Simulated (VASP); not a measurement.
Set up this calculation in VASP 6.6.1, as the native input.

| Property | Result |
| --- | --- |
| Task | single point |
| Functional | PBE |
| Potentials or basis | VASP PAW PBE potentials, release 64 (Ca_sv, O) |
| Cutoff | 520 eV |
| k mesh | 6 × 6 × 6 |
| Occupations | gaussian, width 0.01 eV |
| Spin | no spin polarisation |
| Dipole correction | no |
| Further INCAR settings | ALGO = Normal; EDIFF = 1e-06; NBANDS = 15 |

The structure of CaO lies in POSCAR:

```
CaO
1.0
    0.0000000000      2.4763951520      2.7895354835
    2.4763951520      0.0000000000      2.7895354835
    2.4763951520      2.4763951520      0.0000000000
Ca O
1 1
Direct
    0.0000000000      0.0000000000      0.0000000000
    0.2500000000      0.2500000000      0.2500000000
```

This cell differs from its parent crystal: epitaxial xy strain -5.0%.

One way to write it, as run:

INCAR

```
SYSTEM = CaO
ALGO = Normal
EDIFF = 1E-6
ENCUT = 520
GGA = PE
ISIF = 2
ISMEAR = 0
LASPH = .TRUE.
LCHARG = .FALSE.
LREAL = .FALSE.
LWAVE = .FALSE.
NBANDS = 15
NELM = 80
PREC = Accurate
SIGMA = 0.01
```

KPOINTS

```
k-points
0
G
  6 6 6
  0 0 0
```

Potentials or basis: VASP PAW PBE potentials, release 64 (Ca_sv, O).

Command:

```bash
$ cat potpaw_PBE.64/Ca_sv/POTCAR potpaw_PBE.64/O/POTCAR > POTCAR
$ mpirun -np 1 vasp_std > vasp.out
```

It gave:

* Pressure: 4.2 GPa
* Band gap on the k mesh: 3.29 eV (least direct gap 4.02 eV)

Caveat: the cell differs from its parent crystal (epitaxial xy strain -5.0%); the cell stands under pressure.

Run time: 19 s on 1 thread of AMD EPYC 7R43 64-Core Processor (Zen 3), on a shared host, peak memory 0.12 GiB.
